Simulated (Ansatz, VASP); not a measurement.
One calculation of CuO, two programs

INCAR

```
SYSTEM = CuO
ALGO = Normal ; EDIFF = 1E-6
ENCUT = 520 ; ISIF = 2
ISMEAR = -1 ; LASPH = .TRUE.
LCHARG = .FALSE. ; LREAL = .FALSE.
LWAVE = .FALSE. ; NBANDS = 25
NELM = 100 ; PREC = Accurate
SIGMA = 0.05
```

The input KPOINTS:

```
k-points
0
G
  10 10 5
  0 0 0
```

File POSCAR:

```
CuO
1.0
    2.3601779360     -1.7247473506      0.0000000000
    2.3601779360      1.7247473506      0.0000000000
   -0.8662535568      0.0000000000      5.0929435705
Cu O
2 2
Direct
    0.4968000000      0.0032000000      0.5000000000
    0.0032000000      0.4968000000      0.0000000000
    0.4056000000      0.5714000000      0.7537000000
    0.5714000000      0.4056000000      0.2537000000
```

File input.yaml:

```yaml
crystal:
  lattice:
    - [2.360177936, -1.7247473506, 0.0]
    - [2.360177936, 1.7247473506, 0.0]
    - [-0.8662535568, 0.0, 5.0929435705]
  atoms:
    - { symbol: Cu, position: [0.4968, 0.0032, 0.5] }
    - { symbol: Cu, position: [0.0032, 0.4968, 0.0] }
    - { symbol: O, position: [0.4056, 0.5714, 0.7537] }
    - { symbol: O, position: [0.5714, 0.4056, 0.2537] }
hamiltonian:
  xc: lda
  pseudopotentials: { kind: paw }
kpoints:
  mp_grid: { grid: [10, 10, 5] }
scf:
  occupations: { method: fermi_dirac, width: 0.05 }
output:
  forces: true
  stress: true
  eigenvalues: true
```

Alike in both runs: task single point; functional LDA; k mesh 10 × 10 × 5; occupations fermi-dirac, width 0.05 eV; no spin polarisation.

|  | VASP | Ansatz |
| --- | --- | --- |
| version | VASP 6.6.1 | Ansatz 0.2.0 |
| potentials or method | VASP PAW LDA potentials, release 64 (Cu, O) | Ansatz PAW |
| plane-wave cutoff (eV) | 520 | 420 |
| valence electrons in the cell | 34 | 50 |

Ansatz gave:

- gap on the k mesh at the Fermi level (eV): none
- pressure (GPa): -12.6
- traceless stress, the component that is largest in VASP (GPa): 4.37
- rms of the force components (eV/Å): 0.408

Task: Estimate VASP's values.

Result: gap on the k mesh at the Fermi level (eV): none; pressure (GPa): -11.9; traceless stress, the component that is largest in VASP (GPa): 3.99; rms of the force components (eV/Å): 0.412.

LDA's correlation is that of Perdew and Zunger in VASP and of Perdew and Wang (1992) in Ansatz. Atom by atom the forces differ by 0.024 eV/Å (rms over components). A gap of «none» marks a metal or a gap that the smearing closes. VASP's potentials hold 34 valence electrons a cell and Ansatz's 50, so a difference there can come from the potentials and not from the codes.
